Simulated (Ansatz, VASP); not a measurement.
**Si2W: VASP beside Ansatz**

File INCAR:

```
PREC = Accurate ; ENCUT = 520
EDIFF = 1E-7 ; ISMEAR = 0
SIGMA = 0.15 ; LREAL = False
LASPH = True ; NELM = 80
ALGO = Normal ; ISIF = 2
LWAVE = False ; LCHARG = False
GGA = PE ; NBANDS = 18
```

File KPOINTS:

```
regular mesh
0
Gamma
  22 22 22
```

File POSCAR:

```
Si2W
1.0
   -1.4793001511      1.4793001511      4.6852404498
    1.4793001511     -1.4793001511      4.6852404498
    1.4793001511      1.4793001511     -4.6852404498
Si W
2 1
Direct
    0.3345744059      0.3345744059      0.0000000000
    0.6654255941      0.6654255941      0.0000000000
    0.0000000000      0.0000000000      0.0000000000
```

Input for Ansatz:

```yaml
crystal:
  lattice:
    - [-1.4793001511, 1.4793001511, 4.6852404498]
    - [1.4793001511, -1.4793001511, 4.6852404498]
    - [1.4793001511, 1.4793001511, -4.6852404498]
  atoms:
    - { symbol: Si, position: [0.3345744059, 0.3345744059, 0.0] }
    - { symbol: Si, position: [0.6654255941, 0.6654255941, 0.0] }
    - { symbol: W, position: [0.0, 0.0, 0.0] }
basis:
  ecutwfc: 420
kpoints:
  mp_grid: { grid: [22, 22, 22] }
hamiltonian:
  xc: pbe
scf:
  occupations: { method: gaussian, width: 0.15 }
output:
  forces: true
  stress: true
  eigenvalues: true
```

Alike in both runs: task single point; functional PBE; k mesh 22 × 22 × 22; occupations gaussian, width 0.15 eV; no spin polarisation.

```csv
,VASP,Ansatz
version,VASP 6.6.1,Ansatz 0.2.0
potentials or method,"VASP PAW PBE potentials, release 64 (Si, W_sv), cutoff 520 eV","scalar-relativistic, plane waves, PAW"
valence electrons in the cell,22,22
```

```tsv
	VASP	Ansatz	Ansatz less VASP
gap on the k mesh at the Fermi level (eV)	none	none	-
pressure (GPa)	7.0	6.9	-0.14
traceless stress, the component that is largest in VASP (GPa)	-35.26	-35.23	+0.032
rms of the force components (eV/Å)	0.174	0.181	+0.0072
```

Atom by atom the forces differ by 0.007 eV/Å (rms over components). A gap of «none» marks a metal or a gap that the smearing closes. With one functional, cell and mesh, what is left measures potentials, basis and numerics.

Neither program's run includes spin-orbit coupling.
